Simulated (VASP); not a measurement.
Write the native input for VASP 6.6.1 that does the following.

- Task: single point
- Functional: r2SCAN
- Potentials or basis: VASP PAW PBE potentials, release 64 (Nb_sv, Ru_pv)
- Cutoff: 520 eV
- k mesh: 16 × 16 × 16
- Occupations: gaussian, width 0.15 eV
- Spin: no spin polarisation
- Dipole correction: no
- Further INCAR settings: ALGO = Normal; EDIFF = 1e-06; NBANDS = 20

The system is NbRu.

```
Nb Ru
1.0
     3.10440    0.00000    0.00000
     0.00000    3.10440    0.00000
     0.00000    0.00000    3.34320
Nb Ru
1 1
Direct
  0.00000 0.00000 0.00000
  0.50000 0.50000 0.50000
```

This cell differs from its parent crystal: strain -0.025 along x and y, +0.050 along z.

These files were run (other wordings do the same):

POSCAR

```
NbRu
1.0
    3.1044000000      0.0000000000      0.0000000000
    0.0000000000      3.1044000000      0.0000000000
    0.0000000000      0.0000000000      3.3432000000
Nb Ru
1 1
Direct
    0.0000000000      0.0000000000      0.0000000000
    0.5000000000      0.5000000000      0.5000000000
```

INCAR.step1

```
SYSTEM = NbRu
  ALGO = Normal
  EDIFF = 1E-4
  ENCUT = 520
  GGA = PE
  ISMEAR = 0
  LASPH = .TRUE.
  LCHARG = .FALSE.
  LREAL = .FALSE.
  LWAVE = .TRUE.
  NBANDS = 20
  NELM = 60
  PREC = Accurate
  SIGMA = 0.15
```

INCAR.step2

```
SYSTEM = NbRu
  ALGO = Normal
  EDIFF = 1E-6
  ENCUT = 520
  ISIF = 2
  ISMEAR = 0
  ISTART = 1
  LASPH = .TRUE.
  LCHARG = .FALSE.
  LMIXTAU = .TRUE.
  LREAL = .FALSE.
  LWAVE = .FALSE.
  METAGGA = R2SCAN
  NBANDS = 20
  NELM = 60
  PREC = Accurate
  SIGMA = 0.15
```

KPOINTS

```
k-points
0
G
  16 16 16
  0 0 0
```

Potentials or basis: VASP PAW PBE potentials, release 64 (Nb_sv, Ru_pv).

Run with:

```console
$ cat potpaw_PBE.64/Nb_sv/POTCAR potpaw_PBE.64/Ru_pv/POTCAR > POTCAR
$ cp INCAR.step1 INCAR
$ mpirun -np 1 vasp_std > vasp.out
$ cp INCAR.step2 INCAR
$ mpirun -np 1 vasp_std > vasp.out
```

It gave:

| Property | Result |
| --- | --- |
| Pressure | -4.7 GPa |

Caveat: the cell differs from its parent crystal (strain -0.025 along x and y, +0.050 along z); the PAW data sets were made with another functional, which shifts forces and pressure a little.

It took 4.4 min on 1 thread of Intel(R) Xeon(R) 6975P-C (Granite Rapids) (shared host), peak memory 0.36 GiB.
